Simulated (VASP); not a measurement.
Write the native input for VASP 6.6.1 that does the following.

| Item | Value |
| --- | --- |
| Task | single point |
| Functional | r2SCAN |
| Potentials or basis | VASP PAW PBE potentials, release 64 (Si) |
| Cutoff | 520 eV |
| k mesh | 10 × 10 × 7 |
| Occupations | gaussian, width 0.03 eV |
| Spin | no spin polarisation |
| Dipole correction | no |
| Further INCAR settings | ALGO = Normal; EDIFF = 1e-06; NBANDS = 16 |

The system is Si.

```
Si
1.0
     2.72214    2.72214    0.00000
    -2.72214    2.72214    0.00000
     0.00000    0.00000    5.44407
Si
4
Direct
  0.00000 0.00000 0.00000
  0.00000 0.50000 0.75000
  0.50000 0.00000 0.25000
  0.50000 0.50000 0.50000
```

One way to write it, as run:

POSCAR

```
Si
1.0
    2.7221377200      2.7221377200      0.0000000000
   -2.7221377200      2.7221377200      0.0000000000
    0.0000000000      0.0000000000      5.4440728362
Si
4
Direct
    0.0000000000      0.0000000000      0.0000000000
    0.0000000000      0.5000000000      0.7500000000
    0.5000000000      0.0000000000      0.2500000000
    0.5000000000      0.5000000000      0.5000000000
```

INCAR.step1

```
PREC     = Accurate       # precision mode
ENCUT    = 520            # plane-wave cutoff, eV
ISMEAR   = 0              # smearing method
SIGMA    = 0.03           # smearing width, eV
LREAL    = False          # projectors in reciprocal space
LASPH    = True           # aspherical terms in the spheres
NELM     = 100            # most SCF steps
NBANDS   = 16             # bands
GGA      = PE             # functional
ALGO     = Normal         # electronic algorithm
EDIFF    = 1E-4           # SCF threshold, eV
LWAVE    = True           # write WAVECAR
LCHARG   = False          # write CHGCAR
```

INCAR.step2

```
PREC     = Accurate       # precision mode
ENCUT    = 520            # plane-wave cutoff, eV
EDIFF    = 1E-6           # SCF threshold, eV
ISMEAR   = 0              # smearing method
SIGMA    = 0.03           # smearing width, eV
LREAL    = False          # projectors in reciprocal space
LASPH    = True           # aspherical terms in the spheres
NELM     = 100            # most SCF steps
ALGO     = Normal         # electronic algorithm
ISIF     = 2              # what is computed and relaxed
LWAVE    = False          # write WAVECAR
LCHARG   = True           # write CHGCAR
METAGGA  = R2SCAN         # meta-GGA
LMIXTAU  = True         
LELF     = True           # ELF
LVHAR    = True         
NBANDS   = 16             # bands
ISTART   = 1
```

KPOINTS

```
Automatic mesh
0
Gamma
  10 10 7
```

Potentials or basis: VASP PAW PBE potentials, release 64 (Si).

The run is started by

```console
$ cat potpaw_PBE.64/Si/POTCAR > POTCAR
$ cp INCAR.step1 INCAR
$ mpirun -np 1 vasp_std > vasp.out
$ cp INCAR.step2 INCAR
$ mpirun -np 1 vasp_std > vasp.out
```

Results of the run:

The pressure is -0.2 GPa and the band gap on the k mesh is 0.79 eV.

Caveat: the PAW data sets were made with another functional, which shifts forces and pressure a little.

Wall time 3.4 min on 1 thread of Intel(R) Xeon(R) Platinum 8375C CPU @ 2.90GHz (Ice Lake), on a shared host, peak memory 0.23 GiB.
